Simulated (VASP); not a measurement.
## B: relaxation of cell and atoms with PBE

B:

```xyz
2
Lattice="1.7290 0.0000 0.0000 -0.8645 1.4974 0.0000 0.0000 0.0000 3.3347" Properties=species:S:1:pos:R:3 pbc="T T T"
B     0.0000    0.9982    0.8337
B     0.8645    0.4991    2.5010
```

```yaml
Program: VASP 6.6.1
Task: relaxation of cell and atoms
Functional: PBE
Potentials_or_basis: VASP PAW PBE potentials, release 64 (B)
Cutoff: 600 eV
k_mesh: 23 × 23 × 13
Occupations: fermi-dirac, width 0.08 eV
Spin: no spin polarisation
Target_pressure: 160 GPa
Dipole_correction: no
Further_INCAR_settings: ALGO = Normal; EDIFF = 1e-06; IBRION = 2; EDIFFG = -0.005; NSW = 32; ISIF = 3
```

| Quantity | Value |
| --- | --- |
| Pressure after relaxing | 160.0 GPa |
| Band gap on the k mesh | zero (band 3 reaches 18.40 eV, above the bottom of band 4 at 10.42 eV) |

Stress tensor (GPa, compression positive):
```
160.08   0.00   0.00
  0.00 160.08   0.00
  0.00   0.00 159.82
```

Final structure:
```cif
data_structure
_symmetry_space_group_name_H-M 'P 1'
_symmetry_Int_Tables_number 1
_cell_length_a 1.7290
_cell_length_b 1.7290
_cell_length_c 3.3347
_cell_angle_alpha 90.000
_cell_angle_beta 90.000
_cell_angle_gamma 120.000
_cell_volume 8.63
loop_
_atom_site_label
_atom_site_type_symbol
_atom_site_fract_x
_atom_site_fract_y
_atom_site_fract_z
_atom_site_occupancy
B1 B 0.33333 0.66667 0.25000 1
B2 B 0.66667 0.33333 0.75000 1
```

Levels at points of the mesh, in eV from the Fermi level:
| k point | band 1 | band 2 | band 3 | band 4 | band 5 | band 6 | band 7 |
| --- | --- | --- | --- | --- | --- | --- | --- |
| (0.00, 0.00, 0.00) | -22.94 | -14.39 | -9.77 | 14.31 | 21.88 | 21.88 | 24.16 |

Run time: 16 s on 1 thread of Intel(R) Xeon(R) Platinum 8259CL CPU @ 2.50GHz (Skylake/Cascade Lake), on a shared host, peak memory 0.13 GiB.

Caveat: the relaxation stopped at its first step, so nothing moved; the cell is relaxed towards a set pressure, so the enthalpy falls and the energy may rise.
